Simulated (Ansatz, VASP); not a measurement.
**W: VASP beside Ansatz**

```xyz
1
Lattice="-1.5334 1.5334 1.5334 1.5334 -1.5334 1.5334 1.5334 1.5334 -1.5334" Properties=species:S:1:pos:R:3 pbc="T T T"
W     0.0000    0.0000    0.0000
```

Change from the starting cell: strain -0.040 along x and y, -0.040 along z, atoms carried along.

Alike in both runs: task single point; functional PBE; k mesh 20 × 20 × 20; occupations gaussian, width 0.15 eV; no spin polarisation.

|  | VASP | Ansatz |
| --- | --- | --- |
| version | VASP 6.6.1 | Ansatz 0.2.0 |
| potentials or method | VASP PAW PBE potentials, release 64 (W_sv), cutoff 520 eV | scalar-relativistic, plane waves, PAW |
| valence electrons in the cell | 14 | 14 |

Ansatz gave:

| Quantity | Value |
| --- | --- |
| gap on the k mesh at the Fermi level (eV) | none |
| pressure (GPa) | 43.0 |

Task: Estimate VASP's values.

Result: gap on the k mesh at the Fermi level (eV): none; pressure (GPa): 44.1.

A gap of «none» marks a metal or a gap that the smearing closes. Both programs put the cell under a high pressure, so it lies far from rest at this level. With one functional, cell and mesh, what is left measures potentials, basis and numerics.

Neither program's run includes spin-orbit coupling.
